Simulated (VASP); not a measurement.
# LaGeS (P4/nmm) in VASP: single point with r2SCAN

Aim: the single point of LaGeS with r2SCAN.

Program: VASP 6.6.1. These are calculated values, not measurements. Logs are shortened: lines on timing, memory, paths and dates and some standing lists are left out, and cuts for length are marked.

## (1) The cell of the first run

Symmetry: P4/nmm, No. 129, tetragonal system. The conventional cell has a = 3.960 Å, b = 3.960 Å, c = 8.630 Å, α = 90.00°, β = 90.00°, γ = 90.00°. Ge (site symmetry 4mm) has 5 La at 2.88 to 2.96 Å and 4 Ge at 3.61 Å and 4 S at 3.74 Å within 3.8 Å. S (site symmetry -4m2) has 4 S at 2.80 Å and 4 La at 3.18 Å within 3.7 Å. Within 3.8 Å of La (site symmetry 4mm) lie 5 Ge at 2.88 to 2.96 Å and 4 S at 3.18 Å.

## (2) Single point, r2SCAN

File POSCAR:

```
LaGeS
1.0
    3.9599720000      0.0000000000      0.0000000000
    0.0000000000      3.9599720000      0.0000000000
    0.0000000000      0.0000000000      8.6296060000
Ge S La
2 2 2
Direct
    0.0000000000      0.5000000000      0.6320000000
    0.5000000000      0.0000000000      0.3680000000
    0.0000000000      0.0000000000      0.0000000000
    0.5000000000      0.5000000000      0.0000000000
    0.0000000000      0.5000000000      0.2888000000
    0.5000000000      0.0000000000      0.7112000000
```

File INCAR.step1:

```
SYSTEM = LaGeS
PREC = Accurate
ENCUT = 520
ISMEAR = -1
SIGMA = 0.0707
LREAL = .False.
LASPH = .True.
NELM = 60
NBANDS = 40
GGA = PE
ALGO = Normal
EDIFF = 1E-4
LWAVE = .True.
LCHARG = .False.
```

File INCAR.step2:

```
SYSTEM = LaGeS
PREC = Accurate
ENCUT = 520
EDIFF = 1E-6
ISMEAR = -1
SIGMA = 0.0707
LREAL = .False.
LASPH = .True.
NELM = 60
ALGO = Normal
ISIF = 2
LWAVE = .False.
LCHARG = .False.
METAGGA = R2SCAN
LMIXTAU = .True.
NBANDS = 40
ISTART = 1
```

File KPOINTS:

```
Automatic mesh
0
Gamma
  5 5 2
  0 0 0
```

Potentials or basis: VASP PAW PBE potentials, release 64 (Ge_d, S, La).

On the command line:

```bash
$ cat potpaw_PBE.64/Ge_d/POTCAR potpaw_PBE.64/S/POTCAR potpaw_PBE.64/La/POTCAR > POTCAR
$ cp INCAR.step1 INCAR
$ mpirun -np 1 vasp_std > vasp.out
$ cp INCAR.step2 INCAR
$ mpirun -np 1 vasp_std > vasp.out
```

OUTCAR:

```text
SYSTEM = LaGeS
   PREC = Accurate
   ENCUT = 520
   EDIFF = 1E-6
   ISMEAR = -1
   LREAL = .False.
   LASPH = .True.
   NELM = 60
   ISIF = 2
   METAGGA = R2SCAN
   ISTART = 1

 ion  position               nearest neighbor table
   1  0.000  0.500  0.632-   6 2.88   6 2.88   6 2.88   6 2.88   5 2.96
   2  0.500  0.000  0.368-   5 2.88   5 2.88   5 2.88   5 2.88   6 2.96
   3  0.000  0.000  0.000-   5 3.18   6 3.18   5 3.18   6 3.18
   4  0.500  0.500  0.000-   5 3.18   6 3.18   6 3.18   5 3.18
   5  0.000  0.500  0.289-   2 2.88   2 2.88   2 2.88   2 2.88   1 2.96   3 3.18   4 3.18   4 3.18
                             3 3.18
   6  0.500  0.000  0.711-   1 2.88   1 2.88   1 2.88   1 2.88   2 2.96   4 3.18   4 3.18   3 3.18
                             3 3.18

  LATTYP: Found a simple tetragonal cell.
 ALAT       =     3.9599720000
 C/A-ratio  =     2.1792088429

  Lattice vectors:

 A1 = (   3.9599720000,   0.0000000000,   0.0000000000)
 A2 = (   0.0000000000,   3.9599720000,   0.0000000000)
 A3 = (   0.0000000000,   0.0000000000,   8.6296060000)

Analysis of symmetry for initial positions (statically):
=====================================================================
 Subroutine PRICEL returns:
 Original cell was already a primitive cell.

 Routine SETGRP: Setting up the symmetry group for a
 simple tetragonal supercell.

 Subroutine GETGRP returns: Found 16 space group operations
 (whereof  8 operations were pure point group operations)
 out of a pool of 16 trial point group operations.

The static configuration has the point symmetry D_2d.
 The point group associated with its full space group is D_4h.

Analysis of symmetry for dynamics (positions and initial velocities):
=====================================================================
 Subroutine PRICEL returns:
 Original cell was already a primitive cell.

 Routine SETGRP: Setting up the symmetry group for a
 simple tetragonal supercell.

 Subroutine GETGRP returns: Found 16 space group operations
 (whereof  8 operations were pure point group operations)
 out of a pool of 16 trial point group operations.

The dynamic configuration has the point symmetry D_2d.
 The point group associated with its full space group is D_4h.

 Subroutine INISYM returns: Found 16 space group operations
 (whereof  8 operations are pure point group operations),
 and found     1 'primitive' translations

----------------------------------------------------------------------------------------

                                     Primitive cell

  volume of cell :     135.3241

  direct lattice vectors                    reciprocal lattice vectors
     3.959972000  0.000000000  0.000000000     0.252527038  0.000000000  0.000000000
     0.000000000  3.959972000  0.000000000     0.000000000  0.252527038  0.000000000
     0.000000000  0.000000000  8.629606000     0.000000000  0.000000000  0.115880146

  length of vectors
     3.959972000  3.959972000  8.629606000     0.252527038  0.252527038  0.115880146

  position of ions in fractional coordinates (direct lattice)
     0.000000000  0.500000000  0.632000000
     0.500000000  0.000000000  0.368000000
     0.000000000  0.000000000  0.000000000
     0.500000000  0.500000000  0.000000000
     0.000000000  0.500000000  0.288800000
     0.500000000  0.000000000  0.711200000

  ion indices of the primitive-cell ions
   primitive index   ion index
                 1           1
                 2           2
                 3           3
                 4           4
                 5           5
                 6           6

----------------------------------------------------------------------------------------

 KPOINTS: Automatic mesh

Automatic generation of k-mesh.
 Grid dimensions read from file:
 generate k-points for:    5    5    2

 Generating k-lattice:

  Cartesian coordinates                     Fractional coordinates (reciprocal lattice)
     0.050505408  0.000000000  0.000000000     0.200000000  0.000000000  0.000000000
     0.000000000  0.050505408  0.000000000     0.000000000  0.200000000  0.000000000
     0.000000000  0.000000000  0.057940073     0.000000000  0.000000000  0.500000000

  Length of vectors
     0.050505408  0.050505408  0.057940073

  Shift w.r.t. Gamma in fractional coordinates (k-lattice)
     0.000000000  0.000000000  0.000000000

 Subroutine IBZKPT returns following result:
 ===========================================

 Found     12 irreducible k-points:

 Following reciprocal coordinates:
            Coordinates               Weight
  0.000000  0.000000  0.000000      1.000000
  0.200000  0.000000  0.000000      4.000000
  0.400000  0.000000  0.000000      4.000000
  0.200000  0.200000  0.000000      4.000000
  0.400000  0.200000  0.000000      8.000000
  0.400000  0.400000  0.000000      4.000000
  0.000000  0.000000  0.500000      1.000000
  0.200000  0.000000  0.500000      4.000000
  0.400000  0.000000  0.500000      4.000000
  0.200000  0.200000  0.500000      4.000000
  0.400000  0.200000  0.500000      8.000000
  0.400000  0.400000  0.500000      4.000000
   k-points           NKPTS =     12   k-points in BZ     NKDIM =     12   number of bands    NBANDS=     40
   number of dos      NEDOS =    301   number of ions     NIONS =      6
   total plane-waves  NPLWV =  57600
   dimension x,y,z NGX =    30 NGY =   30 NGZ =   64
   dimension x,y,z NGXF=    60 NGYF=   60 NGZF=  128
   ions per type =               2   2   2
   NGX,Y,Z   is equivalent  to a cutoff of  12.59, 12.59, 12.33 a.u.
   NGXF,Y,Z  is equivalent  to a cutoff of  25.19, 25.19, 24.66 a.u.
 SYSTEM =  LaGeS
   PREC   = accura    normal or accurate (medium, high low for compatibility)
   ISTART =      1    job   : 0-new  1-cont  2-samecut
   ICHARG =      0    charge: 1-file 2-atom 10-const
   ISPIN  =      1    spin polarized calculation?
   LNONCOLLINEAR =      F non collinear calculations
   LSORBIT =      F    spin-orbit coupling
   LASPH  =      T    aspherical Exc in radial PAW
   ENCUT  =  520.0 eV  38.22 Ry    6.18 a.u.   7.36  7.36 16.05*2*pi/ulx,y,z
   NELM   =     60;   NELMIN=  2; NELMDL=  0     # of ELM steps
   EDIFF  = 0.1E-05   stopping-criterion for ELM
   LREAL  =      F    real-space projection
   EDIFFG = 0.1E-04   stopping-criterion for IOM
   NSW    =      0    number of steps for IOM
   IBRION =     -1    ionic relax: 0-MD 1-quasi-New 2-CG
   NFREE  =      0    steps in history (QN), initial steepest desc. (CG)
   ISIF   =      2    stress and relaxation
   ISYM   =      2    0-nonsym 1-usesym 2-fastsym
   POTIM  = 0.5000    time-step for ionic-motion
   TEBEG  =    0.0;   TEEND  =   0.0 temperature during run
   PSTRESS=    0.0 pullay stress
   NELECT =      62.0000    total number of electrons
   NUPDOWN=      -1.0000    fix difference up-down
   EMIN   =  10.00;   EMAX   =-10.00  energy-range for DOS
   EFERMI =   0.00;   METHOD = LEGACY
   ISMEAR =    -1;   SIGMA  =   0.07  broadening in eV -4-tet -1-fermi 0-gaus
   EFERMI_NEDOS =   21; number of points for ismear=-14 and -15
   IALGO  =     38    algorithm
   IMIX   =      4    mixing-type and parameters
     AMIX     =   0.40;   BMIX     =  1.00
     AMIX_MAG =   1.60;   BMIX_MAG =  1.00
  volume/ion in A,a.u.               =      22.55       152.20
  Fermi-wavevector in a.u.,A,eV,Ry     =   1.262061  2.384949 21.671330  1.592798
  Thomas-Fermi vector in A             =   2.395488
   LORBIT       =      0    0 simple, 1 ext, 2 COOP (PROOUT), +10 PAW based schemes
   METAGGA = R2SCAN    functional components
   LHFCALC =     F    Hartree Fock is set to
   AEXX    =    0.0000 exact exchange contribution
   IVDW    =     0    specifies the selected vdW correction
   LEPSILON=     F    determine dielectric tensor
   LRPA    =     F    only Hartree local field effects (RPA)
 non-spin polarized calculation
  energy-cutoff  :      520.00
  volume of cell :      135.32
 maximum number of plane-waves:      3660
 NGX is ok and might be reduce to    30
   NGX = 15   NGY = 15   NGZ = 33

 number of electron      61.9999993 magnetization

 Free energy of the ion-electron system (eV)
  ---------------------------------------------------
  ext. energy  EPLUGINS =         0.00000000
  ---------------------------------------------------
  free energy    TOTEN  =      -106.22363432 eV

  energy without entropy =     -106.17202173  energy(sigma->0) =     -106.19782803

 E-fermi :   7.4162     XC(G=0): -11.2341

 val. band max:        7.3998826246   @ k =   0.0000   0.0000   0.0000
 cond. band min:       7.5165302014   @ k =   0.4000   0.2000   0.5000
 fundamental gap:      0.1166475768
 Fermi energy:         7.4162252944

 k-point     1 :       0.0000    0.0000    0.0000
  band No.  band energies     occupation
      1     -25.6457      2.00000
      2     -25.6271      2.00000
      3     -17.2260      2.00000
      4     -17.2200      2.00000
      5     -17.2039      2.00000
      6     -17.2039      2.00000
[... 32 lines left out ...]
     39      10.5617      0.00000
     40      10.6024      0.00000

 k-point     2 :       0.2000    0.0000    0.0000
  band No.  band energies     occupation
      1     -25.6270      2.00000
      2     -25.6119      2.00000
      3     -17.2272      2.00000
      4     -17.2220      2.00000
      5     -17.2068      2.00000
      6     -17.2034      2.00000
[... 32 lines left out ...]
     39      10.5876      0.00000
     40      10.7528      0.00000

 k-point     3 :       0.4000    0.0000    0.0000
  band No.  band energies     occupation
      1     -25.5947      2.00000
      2     -25.5889      2.00000
      3     -17.2282      2.00000
      4     -17.2260      2.00000
      5     -17.2129      2.00000
      6     -17.2098      2.00000
[... 32 lines left out ...]
     39      10.6741      0.00000
     40      10.7256      0.00000

 k-point     4 :       0.2000    0.2000    0.0000
  band No.  band energies     occupation
      1     -25.6097      2.00000
      2     -25.5975      2.00000
      3     -17.2270      2.00000
      4     -17.2238      2.00000
      5     -17.2055      2.00000
      6     -17.2043      2.00000
[... 32 lines left out ...]
     39      10.6175      0.00000
     40      10.6406      0.00000

 k-point     5 :       0.4000    0.2000    0.0000
  band No.  band energies     occupation
      1     -25.5802      2.00000
      2     -25.5755      2.00000
      3     -17.2262      2.00000
      4     -17.2250      2.00000
      5     -17.2071      2.00000
      6     -17.2056      2.00000
[... 32 lines left out ...]
     39      10.6849      0.00000
     40      10.7139      0.00000

 k-point     6 :       0.4000    0.4000    0.0000
  band No.  band energies     occupation
      1     -25.5560      2.00000
      2     -25.5542      2.00000
      3     -17.2228      2.00000
      4     -17.2228      2.00000
      5     -17.2081      2.00000
      6     -17.2061      2.00000
[... 32 lines left out ...]
     39      10.7506      0.00000
     40      10.7512      0.00000

 k-point     7 :       0.0000    0.0000    0.5000
  band No.  band energies     occupation
      1     -25.6442      2.00000
      2     -25.6286      2.00000
      3     -17.2261      2.00000
      4     -17.2199      2.00000
      5     -17.2039      2.00000
      6     -17.2039      2.00000
[... 32 lines left out ...]
     39      10.5550      0.00000
     40      10.6245      0.00000

 k-point     8 :       0.2000    0.0000    0.5000
  band No.  band energies     occupation
      1     -25.6258      2.00000
      2     -25.6131      2.00000
      3     -17.2273      2.00000
      4     -17.2220      2.00000
      5     -17.2068      2.00000
      6     -17.2034      2.00000
[... 32 lines left out ...]
     39      10.6522      0.00000
     40      10.7361      0.00000

 k-point     9 :       0.4000    0.0000    0.5000
  band No.  band energies     occupation
      1     -25.5942      2.00000
      2     -25.5893      2.00000
      3     -17.2282      2.00000
      4     -17.2260      2.00000
      5     -17.2129      2.00000
      6     -17.2098      2.00000
[... 32 lines left out ...]
     39      10.6027      0.00000
     40      10.7137      0.00000

 k-point    10 :       0.2000    0.2000    0.5000
  band No.  band energies     occupation
      1     -25.6088      2.00000
      2     -25.5985      2.00000
      3     -17.2271      2.00000
      4     -17.2238      2.00000
      5     -17.2055      2.00000
      6     -17.2043      2.00000
[... 32 lines left out ...]
     39      10.6517      0.00000
     40      10.7147      0.00000

 k-point    11 :       0.4000    0.2000    0.5000
  band No.  band energies     occupation
      1     -25.5798      2.00000
      2     -25.5759      2.00000
      3     -17.2262      2.00000
      4     -17.2251      2.00000
      5     -17.2071      2.00000
      6     -17.2056      2.00000
[... 32 lines left out ...]
     39      10.7448      0.00000
     40      10.7886      0.00000

 k-point    12 :       0.4000    0.4000    0.5000
  band No.  band energies     occupation
      1     -25.5559      2.00000
      2     -25.5544      2.00000
      3     -17.2228      2.00000
      4     -17.2228      2.00000
      5     -17.2081      2.00000
      6     -17.2061      2.00000
[... 32 lines left out ...]
     39      10.6988      0.00000
     40      10.7041      0.00000

------------------------ aborting loop because EDIFF is reached ----------------------------------------

  FORCE on cell =-STRESS in cart. coord.  units (eV):
  Direction    XX          YY          ZZ          XY          YZ          ZX
  --------------------------------------------------------------------------------------
  -------------------------------------------------------------------------------------
  Total        8.7007436      8.7007436     -1.3955943      0.0000000      0.0000000      0.0000000
  in kB      103.0129339    103.0129339    -16.5232153      0.0000000      0.0000000      0.0000000
  external PRESSURE =      63.1675508 kB  Pullay stress =       0.0000000 kB

 VOLUME and BASIS-vectors are now :
 -----------------------------------------------------------------------------
  energy-cutoff  :      520.00
  volume of cell :      135.32
      direct lattice vectors                 reciprocal lattice vectors
     3.959972000  0.000000000  0.000000000     0.252527038  0.000000000  0.000000000
     0.000000000  3.959972000  0.000000000     0.000000000  0.252527038  0.000000000
     0.000000000  0.000000000  8.629606000     0.000000000  0.000000000  0.115880146

 POSITION                                       TOTAL-FORCE (eV/Angst)
 -----------------------------------------------------------------------------------
      0.00000      1.97999      5.45391        -0.000000      0.000000     -0.928318
      1.97999      0.00000      3.17570        -0.000000      0.000000      0.928318
      0.00000      0.00000      0.00000        -0.000000      0.000000      0.000000
      1.97999      1.97999      0.00000        -0.000000     -0.000000      0.000000
      0.00000      1.97999      2.49223         0.000000      0.000000     -2.199887
      1.97999      0.00000      6.13738        -0.000000     -0.000000      2.199887
 -----------------------------------------------------------------------------------
    total drift:                                0.000000      0.000000      0.000000

  FREE ENERGIE OF THE ION-ELECTRON SYSTEM (eV)
  ---------------------------------------------------
  free  energy   TOTEN  =      -106.2236343216 eV

  energy  without entropy=     -106.1720217284  energy(sigma->0) =     -106.19782803
```

Run time: 5.5 min. Hardware: 1 thread of Intel Xeon Platinum 8375C at 2.90GHz (Ice Lake), shared host; peak memory 0.29 GiB.

What came out:

```
Free energy            : -106.2236 eV
Pressure               : 6.3 GPa
Largest force          : 2.200 eV/Å
Band gap on the k mesh : zero (band 31 reaches 8.30 eV, above the bottom of band 32 at 6.47 eV)
```

Forces in eV/Å, atoms in the order of the input:
```
Ge   0.000  0.000 -0.928
Ge   0.000  0.000  0.928
S    0.000  0.000  0.000
S    0.000  0.000  0.000
La   0.000  0.000 -2.200
La   0.000  0.000  2.200
```

Stress tensor (GPa, compression positive):
```
10.30  0.00  0.00
 0.00 10.30  0.00
 0.00  0.00 -1.65
```

Caveat: the k points lie up to 0.36 Å⁻¹ apart; the PAW data sets were made with another functional, which shifts forces and pressure a little; spin-orbit coupling is left out, which moves the levels of the heavy elements.
